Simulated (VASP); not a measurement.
A run of VASP 6.6.1:

File INCAR:

```
SYSTEM = SnSe2
PREC = Accurate
ENCUT = 520
EDIFF = 1E-6
ISMEAR = 0
SIGMA = 0.01
LREAL = .FALSE.
LASPH = .TRUE.
NELM = 80
ALGO = Normal
ISIF = 2
LWAVE = .FALSE.
LCHARG = .FALSE.
GGA = PE
IVDW = 13
NBANDS = 20
```

Contents of KPOINTS:

```
Automatic mesh
0
G
  6 6 4
  0 0 0
```

File POSCAR:

```
SnSe2
1.0
    3.8410609824      0.0000000000      0.0000000000
   -1.9205304912      3.3264563883      0.0000000000
    0.0000000000      0.0000000000      5.9987438098
Sn Se
1 2
Direct
    0.0000000000      0.0000000000      0.0000000000
    0.3333333333      0.6666666667      0.2652212244
    0.6666666667      0.3333333333      0.7347787756
```

Potentials or basis: VASP PAW PBE potentials, release 64 (Sn_d, Se).

Run with:

```console
$ cat potpaw_PBE.64/Sn_d/POTCAR potpaw_PBE.64/Se/POTCAR > POTCAR
$ mpirun -np 1 vasp_std > vasp.out
```

Hardware: 1 thread of Intel(R) Xeon(R) Platinum 8259CL CPU @ 2.50GHz (Skylake/Cascade Lake), with other jobs on the host.

Q: Estimate the wall time of this run.

A: It took 42 s on 1 thread of Intel(R) Xeon(R) Platinum 8259CL CPU @ 2.50GHz (Skylake/Cascade Lake), with other jobs on the host, peak memory 0.21 GiB. Counts: scf iterations 12, k points 24.
